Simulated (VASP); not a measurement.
# Re (C2/m) in VASP: single point with PBE

Aim: the single point of Re with PBE.

All numbers are computed with VASP 6.6.1; they aren't measurements. Logs are shortened: lines on timing, memory, paths and dates and some standing lists are left out, and cuts for length are marked.

## 1. The cell of the first run

It takes space group C2/m (No. 12, monoclinic). The conventional cell has a = 4.806 Å, b = 2.775 Å, c = 4.484 Å, α = 90.00°, β = 90.00°, γ = 90.00°. Within 3.3 Å of Re (site symmetry m) lie 12 Re at 2.52 to 3.05 Å.

## 2. Single point, PBE (atoms displaced along several vibrational modes)

INCAR reads:

```
  ALGO = Normal
  EDIFF = 1E-6
  ENCUT = 560
  GGA = PE
  GGA_COMPAT = False
  ISIF = 2
  ISMEAR = 0
  LASPH = True
  LCHARG = False
  LREAL = False
  LWAVE = False
  NBANDS = 22
  NELM = 120
  PREC = Accurate
  SIGMA = 0.15
```

KPOINTS reads:

```
k-points
0
Gamma
  18 18 10
```

POSCAR reads:

```
Re
1.0
    2.7748241524      0.0000000000      0.0000000000
   -1.3874120762      2.4030682070      0.0000000000
    0.0000000000      0.0000000000      4.4842238099
Re
2
Direct
    0.3162718118      0.6325436236      0.2229050098
    0.6837281882      0.3674563764      0.7770949902
```

Potentials or basis: VASP PAW PBE potentials, release 64 (Re_sv_GW).

Started as:

```sh
$ cat potpaw_PBE.64/Re_sv_GW/POTCAR > POTCAR
$ mpirun -np 1 vasp_std > vasp.out
```

OUTCAR:

```text
EDIFF = 1E-6
   ENCUT = 560
   GGA = PE
   ISIF = 2
   ISMEAR = 0
   LASPH = True
   LREAL = False
   NELM = 120
   PREC = Accurate

 ion  position               nearest neighbor table
   1  0.316  0.633  0.223-   2 2.52   2 2.52   2 2.67   2 2.92   2 2.92   2 3.05
   2  0.684  0.367  0.777-   1 2.52   1 2.52   1 2.67   1 2.92   1 2.92   1 3.05

  LATTYP: Found a hexagonal cell.
 ALAT       =     2.7748241524
 C/A-ratio  =     1.6160389140

  Lattice vectors:

 A1 = (   2.7748241524,   0.0000000000,   0.0000000000)
 A2 = (  -1.3874120762,   2.4030682070,   0.0000000000)
 A3 = (   0.0000000000,   0.0000000000,   4.4842238099)

Analysis of symmetry for initial positions (statically):
=====================================================================
 Subroutine PRICEL returns:
 Original cell was already a primitive cell.

 Routine SETGRP: Setting up the symmetry group for a
 hexagonal supercell.

 Subroutine GETGRP returns: Found  4 space group operations
 (whereof  4 operations were pure point group operations)
 out of a pool of 24 trial point group operations.

The static configuration has the point symmetry C_2h.

Analysis of symmetry for dynamics (positions and initial velocities):
=====================================================================
 Subroutine PRICEL returns:
 Original cell was already a primitive cell.

 Routine SETGRP: Setting up the symmetry group for a
 hexagonal supercell.

 Subroutine GETGRP returns: Found  4 space group operations
 (whereof  4 operations were pure point group operations)
 out of a pool of 24 trial point group operations.

The dynamic configuration has the point symmetry C_2h.

 Subroutine INISYM returns: Found  4 space group operations
 (whereof  4 operations are pure point group operations),
 and found     1 'primitive' translations

----------------------------------------------------------------------------------------

                                     Primitive cell

  volume of cell :      29.9012

  direct lattice vectors                    reciprocal lattice vectors
     2.774824152  0.000000000  0.000000000     0.360383197  0.208067336  0.000000000
    -1.387412076  2.403068207  0.000000000     0.000000000  0.416134672  0.000000000
     0.000000000  0.000000000  4.484223810     0.000000000  0.000000000  0.223004034

  length of vectors
     2.774824152  2.774824152  4.484223810     0.416134672  0.416134672  0.223004034

  position of ions in fractional coordinates (direct lattice)
     0.316271812  0.632543624  0.222905010
     0.683728188  0.367456376  0.777094990

  ion indices of the primitive-cell ions
   primitive index   ion index
                 1           1
                 2           2

----------------------------------------------------------------------------------------

 KPOINTS: k-points

Automatic generation of k-mesh.
 Grid dimensions read from file:
 generate k-points for:   18   18   10

 Generating k-lattice:

  Cartesian coordinates                     Fractional coordinates (reciprocal lattice)
     0.020021289  0.011559296  0.000000000     0.055555556  0.000000000  0.000000000
     0.000000000  0.023118593  0.000000000     0.000000000  0.055555556  0.000000000
     0.000000000  0.000000000  0.022300403     0.000000000  0.000000000  0.100000000

  Length of vectors
     0.023118593  0.023118593  0.022300403

  Shift w.r.t. Gamma in fractional coordinates (k-lattice)
     0.000000000  0.000000000  0.000000000

 Subroutine IBZKPT returns following result:
 ===========================================

 Found    866 irreducible k-points:

 Following reciprocal coordinates:
            Coordinates               Weight
  0.000000  0.000000  0.000000      1.000000
  0.055556  0.000000  0.000000      4.000000
  0.000000  0.055556  0.000000      2.000000
  0.111111  0.000000  0.000000      4.000000
  0.000000  0.111111  0.000000      2.000000
  0.166667  0.000000  0.000000      4.000000
[... 16 lines left out ...]
 -0.055556  0.166667  0.000000      4.000000
 -0.166667  0.111111  0.000000      4.000000
 [... further k-points ...]
   k-points           NKPTS =    866   k-points in BZ     NKDIM =    866   number of bands    NBANDS=     22
   number of dos      NEDOS =    301   number of ions     NIONS =      2
   total plane-waves  NPLWV =  20736
   dimension x,y,z NGX =    24 NGY =   24 NGZ =   36
   dimension x,y,z NGXF=    48 NGYF=   48 NGZF=   72
   ions per type =               2
   NGX,Y,Z   is equivalent  to a cutoff of  14.38, 14.38, 13.35 a.u.
   NGXF,Y,Z  is equivalent  to a cutoff of  28.76, 28.76, 26.69 a.u.
 SYSTEM =  unknown system
   PREC   = accura    normal or accurate (medium, high low for compatibility)
   ISTART =      0    job   : 0-new  1-cont  2-samecut
   ICHARG =      2    charge: 1-file 2-atom 10-const
   ISPIN  =      1    spin polarized calculation?
   LNONCOLLINEAR =      F non collinear calculations
   LSORBIT =      F    spin-orbit coupling
   LASPH  =      T    aspherical Exc in radial PAW
   ENCUT  =  560.0 eV  41.16 Ry    6.42 a.u.   5.35  5.35  8.65*2*pi/ulx,y,z
   NELM   =    120;   NELMIN=  2; NELMDL= -5     # of ELM steps
   EDIFF  = 0.1E-05   stopping-criterion for ELM
   LREAL  =      F    real-space projection
   EDIFFG = 0.1E-04   stopping-criterion for IOM
   NSW    =      0    number of steps for IOM
   IBRION =     -1    ionic relax: 0-MD 1-quasi-New 2-CG
   NFREE  =      0    steps in history (QN), initial steepest desc. (CG)
   ISIF   =      2    stress and relaxation
   ISYM   =      2    0-nonsym 1-usesym 2-fastsym
   POTIM  = 0.5000    time-step for ionic-motion
   TEBEG  =    0.0;   TEEND  =   0.0 temperature during run
   PSTRESS=    0.0 pullay stress
   NELECT =      30.0000    total number of electrons
   NUPDOWN=      -1.0000    fix difference up-down
   EMIN   =  10.00;   EMAX   =-10.00  energy-range for DOS
   EFERMI =   0.00;   METHOD = LEGACY
   ISMEAR =     0;   SIGMA  =   0.15  broadening in eV -4-tet -1-fermi 0-gaus
   EFERMI_NEDOS =   21; number of points for ismear=-14 and -15
   IALGO  =     38    algorithm
   IMIX   =      4    mixing-type and parameters
     AMIX     =   0.40;   BMIX     =  1.00
     AMIX_MAG =   1.60;   BMIX_MAG =  1.00
  volume/ion in A,a.u.               =      14.95       100.89
  Fermi-wavevector in a.u.,A,eV,Ry     =   1.638899  3.097071 36.545130  2.685991
  Thomas-Fermi vector in A             =   2.729795
   LORBIT       =      0    0 simple, 1 ext, 2 COOP (PROOUT), +10 PAW based schemes
   GGA     = PE    functional components
   LHFCALC =     F    Hartree Fock is set to
   AEXX    =    0.0000 exact exchange contribution
   IVDW    =     0    specifies the selected vdW correction
   LEPSILON=     F    determine dielectric tensor
   LRPA    =     F    only Hartree local field effects (RPA)
 non-spin polarized calculation
 Gauss-broadening in eV      SIGMA  =   0.15
  energy-cutoff  :      560.00
  volume of cell :       29.90
 maximum number of plane-waves:       923
 NGX is ok and might be reduce to    24
   NGX = 11   NGY = 11   NGZ = 17

 number of electron      30.0000002 magnetization

 Free energy of the ion-electron system (eV)
  ---------------------------------------------------
  ext. energy  EPLUGINS =         0.00000000
  ---------------------------------------------------
  free energy    TOTEN  =       -27.81817625 eV

  energy without entropy =      -27.80437115  energy(sigma->0) =      -27.81127370

 E-fermi :  12.7511     XC(G=0): -14.0851

 val. band max:       12.7429762784   @ k =  -0.1111  -0.4444   0.0000
 cond. band min:      12.7515977017   @ k =   0.0556   0.5000   0.4000
 fundamental gap:      0.0086214234
 Fermi energy:        12.7511058419

 k-point     1 :       0.0000    0.0000    0.0000
  band No.  band energies     occupation
      1     -67.1095      2.00000
      2     -66.9391      2.00000
      3     -29.6226      2.00000
      4     -28.6029      2.00000
      5     -28.5040      2.00000
      6     -28.3855      2.00000
[... 14 lines left out ...]
     21      21.5460      0.00000
     22      26.0233      0.00000

 k-point     2 :       0.0556    0.0000    0.0000
  band No.  band energies     occupation
      1     -67.1061      2.00000
      2     -66.9381      2.00000
      3     -29.6113      2.00000
      4     -28.6298      2.00000
      5     -28.5193      2.00000
      6     -28.3942      2.00000
[... 14 lines left out ...]
     21      21.6097      0.00000
     22      26.2972      0.00000

 k-point     3 :       0.0000    0.0556    0.0000
  band No.  band energies     occupation
      1     -67.1065      2.00000
      2     -66.9377      2.00000
      3     -29.6132      2.00000
      4     -28.6108      2.00000
      5     -28.5396      2.00000
      6     -28.4048      2.00000
[... 14 lines left out ...]
     21      21.6017      0.00000
     22      26.3155      0.00000

 k-point     4 :       0.1111    0.0000    0.0000
  band No.  band energies     occupation
      1     -67.0965      2.00000
      2     -66.9357      2.00000
      3     -29.5791      2.00000
      4     -28.7103      2.00000
      5     -28.5553      2.00000
      6     -28.4348      2.00000
[... 14 lines left out ...]
     21      21.7520      0.00000
     22      27.0500      0.00000

 k-point     5 :       0.0000    0.1111    0.0000
  band No.  band energies     occupation
      1     -67.0981      2.00000
      2     -66.9341      2.00000
      3     -29.5865      2.00000
      4     -28.6347      2.00000
      5     -28.6335      2.00000
      6     -28.4670      2.00000
[... 417 lines left out ...]
 k-point    22 :       0.1111    0.0556    0.0000
  band No.  band energies     occupation
      1     -67.0884      2.00000
      2     -66.9324      2.00000
      3     -29.5541      2.00000
      4     -28.7570      2.00000
      5     -28.6250      2.00000
      6     -28.4944      2.00000
[... 14 lines left out ...]
     21      21.8325      0.00000
     22      27.7419      0.00000

 k-point    23 :      -0.0556    0.1667    0.0000
  band No.  band energies     occupation
      1     -67.0897      2.00000
      2     -66.9312      2.00000
      3     -29.5596      2.00000
      4     -28.7194      2.00000
      5     -28.6630      2.00000
      6     -28.5114      2.00000
[... 14 lines left out ...]
     21      21.8220      0.00000
     22      27.8623      0.00000

 k-point    24 :      -0.1667    0.1111    0.0000
  band No.  band energies     occupation
      1     -67.0865      2.00000
      2     -66.9343      2.00000
      3     -29.5457      2.00000
      4     -28.7946      2.00000
      5     -28.5825      2.00000
      6     -28.4500      2.00000
[... 14 lines left out ...]
     21      21.8341      0.00000
     22      27.6512      0.00000

 [... further k-points ...]

------------------------ aborting loop because EDIFF is reached ----------------------------------------

  FORCE on cell =-STRESS in cart. coord.  units (eV):
  Direction    XX          YY          ZZ          XY          YZ          ZX
  --------------------------------------------------------------------------------------
  -------------------------------------------------------------------------------------
  Total        2.0027890      0.5944298      2.5205401      0.0000000      1.1586564      0.0000000
  in kB      107.3141342     31.8509420    135.0564555      0.0000000     62.0835293      0.0000000
  external PRESSURE =      91.4071772 kB  Pullay stress =       0.0000000 kB

 VOLUME and BASIS-vectors are now :
 -----------------------------------------------------------------------------
  energy-cutoff  :      560.00
  volume of cell :       29.90
      direct lattice vectors                 reciprocal lattice vectors
     2.774824152  0.000000000  0.000000000     0.360383197  0.208067336  0.000000000
    -1.387412076  2.403068207  0.000000000     0.000000000  0.416134672  0.000000000
     0.000000000  0.000000000  4.484223810     0.000000000  0.000000000  0.223004034

 POSITION                                       TOTAL-FORCE (eV/Angst)
 -----------------------------------------------------------------------------------
      0.00000      1.52005      0.99956        -0.000000      1.007259      2.665759
      1.38741      0.88302      3.48467         0.000000     -1.007259     -2.665759
 -----------------------------------------------------------------------------------
    total drift:                               -0.000000     -0.000000     -0.000000

  FREE ENERGIE OF THE ION-ELECTRON SYSTEM (eV)
  ---------------------------------------------------
  free  energy   TOTEN  =       -27.8181762550 eV

  energy  without entropy=      -27.8043711488  energy(sigma->0) =      -27.81127370
```

It took 4.4 min on 1 thread of Intel Xeon Platinum 8488C (Sapphire Rapids), shared host; peak memory 0.61 GiB.

Results:

| Item | Value |
| --- | --- |
| Free energy | -27.8182 eV |
| Pressure | 9.1 GPa |
| Largest force | 2.850 eV/Å |
| Band gap on the k mesh | zero (bands 15 and 16 overlap by 3.02 eV) |

Forces in eV/Å, atoms in the order of the input:
```
Re   0.000  1.007  2.666
Re   0.000 -1.007 -2.666
```

Levels at points of the mesh, in eV from the Fermi level:
| k point | band 11 | band 12 | band 13 | band 14 | band 15 | band 16 | band 17 | band 18 | band 19 | band 20 |
| --- | --- | --- | --- | --- | --- | --- | --- | --- | --- | --- |
| (0.00, 0.00, 0.00) | -1.98 | -1.87 | -1.59 | -1.21 | -0.91 | 0.27 | 1.06 | 1.26 | 2.83 | 4.30 |
| (0.50, 0.00, 0.00) | -4.83 | -1.92 | -1.78 | -1.56 | -0.52 | 3.74 | 4.02 | 4.66 | 6.17 | 6.86 |
| (0.00, 0.50, 0.00) | -5.42 | -2.24 | -1.26 | -0.55 | -0.02 | 4.02 | 4.08 | 4.90 | 5.56 | 7.18 |
| (0.00, 0.00, 0.50) | -3.36 | -1.93 | -1.90 | -1.87 | -1.64 | -0.86 | 1.65 | 2.47 | 3.14 | 3.29 |
| (0.50, 0.00, 0.50) | -4.65 | -3.39 | -0.46 | 1.11 | 1.20 | 1.64 | 3.78 | 3.92 | 4.53 | 5.27 |
| (0.00, 0.50, 0.50) | -4.69 | -3.20 | -0.86 | 0.54 | 0.71 | 1.58 | 3.93 | 4.17 | 4.31 | 5.94 |

Caveat: the cell differs from its parent crystal (atoms displaced along several vibrational modes); the stress differs along the axes, from 3 to 14 GPa; spin-orbit coupling is left out, which moves the levels of the heavy elements; forces of over 1 eV/Å act on the atoms, so gaps and moduli don't describe the material at rest.
